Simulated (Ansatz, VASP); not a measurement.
## One calculation of Hf, two programs

File INCAR:

```
ALGO = Normal ; EDIFF = 1E-7
ENCUT = 520 ; GGA = PE
ISIF = 2 ; ISMEAR = -1
LASPH = True ; LCHARG = False
LREAL = False ; LWAVE = False
NBANDS = 17 ; NELM = 80
PREC = Accurate ; SIGMA = 0.05
```

File KPOINTS:

```
k-points
0
Gamma
  14 14 8
```

File POSCAR:

```
Hf
1.0
    3.0645458854      0.0000000000      0.0000000000
   -1.5322729427      2.6539745878      0.0000000000
    0.0000000000      0.0000000000      4.8733558575
Hf
2
Direct
    0.3333333333      0.6666666667      0.2500000000
    0.6666666667      0.3333333333      0.7500000000
```

Input for Ansatz:

```yaml
crystal:
  lattice:
    - [3.0645458854, 0.0, 0.0]
    - [-1.5322729427, 2.6539745878, 0.0]
    - [0.0, 0.0, 4.8733558575]
  atoms:
    - { symbol: Hf, position: [0.3333333333, 0.6666666667, 0.25] }
    - { symbol: Hf, position: [0.6666666667, 0.3333333333, 0.75] }
kpoints:
  mp_grid: { grid: [14, 14, 8] }
scf:
  occupations: { method: fermi_dirac, width: 0.05 }
hamiltonian:
  xc: pbe
  pseudopotentials: { kind: all_electron, lapw: { basis_error: 0.001 } }
output:
  forces: true
  stress: true
  eigenvalues: true
  populations: true
```

Change from the starting cell: volume scaled by 0.88, LAPW.

Alike in both runs: task single point; functional PBE; k mesh 14 × 14 × 8; occupations fermi-dirac, width 0.05 eV; no spin polarisation.

|  | VASP | Ansatz |
| --- | --- | --- |
| version | VASP 6.6.1 | Ansatz 0.2.0 |
| potentials or method | VASP PAW PBE potentials, release 64 (Hf_pv), cutoff 520 eV | all-electron LAPW, scalar-relativistic |

Ansatz gave:

```
pressure (GPa)                                                : 17.2
traceless stress, the component that is largest in VASP (GPa) : 0.00
```

Task: Which values does VASP return?

Result: Pressure (GPa): 16.7; traceless stress, the component that is largest in VASP (GPa): -0.11.

Ansatz ran all-electron here, and VASP with PAW potentials.

Neither program's run includes spin-orbit coupling.
